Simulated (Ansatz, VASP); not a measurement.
**ScPd3 in VASP and in Ansatz**

```
Sc Pd
1.0
     3.90250    0.00000    0.00000
     0.00000    3.90250    0.00000
     0.00000    0.00000    3.90250
Sc Pd
1 3
Direct
  0.00000 0.00000 0.00000
  0.00000 0.50000 0.50000
  0.50000 0.00000 0.50000
  0.50000 0.50000 0.00000
```

Alike in both runs: task electric field gradients; functional LDA; k mesh 9 × 9 × 9; occupations fermi-dirac, width 0.05 eV; no spin polarisation.

|  | VASP | Ansatz |
| --- | --- | --- |
| version | VASP 6.6.1 | Ansatz 0.2.0 |
| potentials or method | VASP PAW LDA potentials, release 64 (Sc_sv, Pd) | PAW with Ansatz's default frozen-core files, scalar-relativistic |
| plane-wave cutoff (eV) | 520 | 420 |
| valence electrons in the cell | 41 | 65 |

|  | VASP | Ansatz | Ansatz less VASP |
| --- | --- | --- | --- |
| pressure (GPa) | 0.6 | 0.0 | -0.63 |
| size of Vzz on the site where it differs most (V/Å²) | 53.9 | 73.8 | +19.87 |

LDA's correlation is that of Perdew and Zunger in VASP and of Perdew and Wang (1992) in Ansatz. VASP's potentials hold 41 valence electrons a cell and Ansatz's 65, so a difference there can come from the potentials and not from the codes.
